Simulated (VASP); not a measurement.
A run of VASP 6.6.1 is set up as follows.

The input INCAR:

```
PREC = Accurate
ENCUT = 520
EDIFF = 1E-7
ISMEAR = 0
SIGMA = 0.05
LREAL = False
LASPH = True
NELM = 150
ALGO = Fast
ISIF = 2
LWAVE = False
LCHARG = False
ISPIN = 2
MAGMOM = 0 0 0 0 0 0 2
LORBIT = 11
LDIPOL = True
IDIPOL = 3
DIPOL = 0.5 0.5 0.322
GGA = PE
NBANDS = 27
```

KPOINTS

```
Automatic mesh
0
Gamma
  7 5 1
```

The input POSCAR:

```
Si6C
1.0
    3.8675355695      0.0000000000      0.0000000000
    0.0000000000      5.4695212554      0.0000000000
    0.0000000000      0.0000000000     19.2238421873
Si C
6 1
Direct
    0.5000000000      0.0000000000      0.2080749499
    0.0000000000      0.2500000000      0.2080749499
    0.0000000000      0.5024402184      0.3062861000
    0.5000000000      0.7475597816      0.3062861000
    0.5000000000      0.0098635014      0.4017845190
    0.0000000000      0.2401364986      0.4017845190
    0.5000000000      0.3431968348      0.4195276739
```

Potentials or basis: VASP PAW PBE potentials, release 64 (Si, C).

Launch:

```console
$ cat potpaw_PBE.64/Si/POTCAR potpaw_PBE.64/C/POTCAR > POTCAR
$ mpirun -np 1 vasp_std > vasp.out
```

**Question.** Predict the largest force.

**Answer.** 1.877 eV/Å.

**Question.** What does it give for the net moment?

**Answer.** 0.24 μB per cell.

Forces on the atoms (eV/Å):
```
Si   0.000  0.691  0.095
Si   0.000 -0.643  0.310
Si   0.000  0.514 -0.614
Si   0.000 -0.430 -0.333
Si   0.000 -1.294  0.052
Si   0.000  1.815  0.482
C    0.000 -0.652  0.008
```
